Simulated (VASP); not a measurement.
# Pd: single point with PBEsol

Pd:

```xyz
2
Lattice="2.6039 0.0000 0.0000 -1.3020 2.2551 0.0000 0.0000 0.0000 4.3820" Properties=species:S:1:pos:R:3 pbc="T T T"
Pd    0.0000    1.5034    1.0955
Pd    1.3020    0.7517    3.2865
```

This cell differs from its parent crystal: volume scaled by 0.88.

```yaml
Program: VASP 6.6.1
Task: single point
Functional: PBEsol
Potentials_or_basis: VASP PAW PBE potentials, release 64 (Pd)
Cutoff: 520 eV
k_mesh: 15 × 15 × 8
Occupations: fermi-dirac, width 0.05 eV
Spin: collinear spin, antiferromagnetic start
Starting_moments: "[0.5, -0.5] μB"
```

```
Pressure                                              : 35.8 GPa
Band gap on the k mesh                                : zero (filled and empty bands overlap)
Net moment                                            : 0.00 μB per cell
Valence electrons inside the program's atomic spheres : Pd 9.78
```

Stress tensor (GPa, compression positive):
```
36.54  0.00  0.00
 0.00 36.54  0.00
 0.00  0.00 34.43
```

Levels at points of the mesh, in eV from the Fermi level:
Spin up:
| k point | band 7 | band 8 | band 9 | band 10 | band 11 | band 12 | band 13 | band 14 |
| --- | --- | --- | --- | --- | --- | --- | --- | --- |
| (0.00, 0.00, 0.00) | -3.02 | -2.04 | -2.04 | -0.29 | -0.29 | 0.30 | 7.94 | 17.20 |
| (0.00, 0.00, 0.50) | -3.49 | -3.49 | -0.86 | -0.86 | -0.86 | -0.86 | 14.89 | 14.89 |
Spin down:
| k point | band 8 | band 9 | band 10 | band 11 | band 12 | band 13 |
| --- | --- | --- | --- | --- | --- | --- |
| (0.00, 0.00, 0.00) | -2.04 | -2.04 | -0.29 | -0.29 | 0.30 | 7.94 |
| (0.00, 0.00, 0.50) | -3.49 | -0.86 | -0.86 | -0.86 | -0.86 | 14.89 |

Run time: 5.2 min on 1 thread of AMD EPYC 7R13 (shared host), peak memory 0.19 GiB.

Caveat: the PAW data sets were made with another functional, which shifts forces and pressure a little.
